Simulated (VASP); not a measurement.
HfB:

```
Hf B
1.0
     0.00000    2.26284    2.26284
     2.26284    0.00000    2.26284
     2.26284    2.26284    0.00000
Hf B
1 1
Direct
  0.50000 0.50000 0.50000
  0.00000 0.00000 0.00000
```

This cell differs from its parent crystal: volume scaled by 0.94.

Base run:

* Program: VASP 6.6.1
* Functional: PBE
* Potentials or basis: VASP PAW PBE potentials, release 64 (Hf_pv, B)
* Cutoff: 520 eV
* k mesh: 10 × 10 × 10
* Occupations: fermi-dirac, width 0.05 eV
* Spin: no spin polarisation

Its results: pressure 49.9 GPa.

Problem. The run is repeated on the same cell with these changes: functional from PBE to r2SCAN. What comes out?

Solution. Pressure 49.1 GPa.

Caveats: the PAW data sets were made with another functional, which shifts forces and pressure a little (some runs).
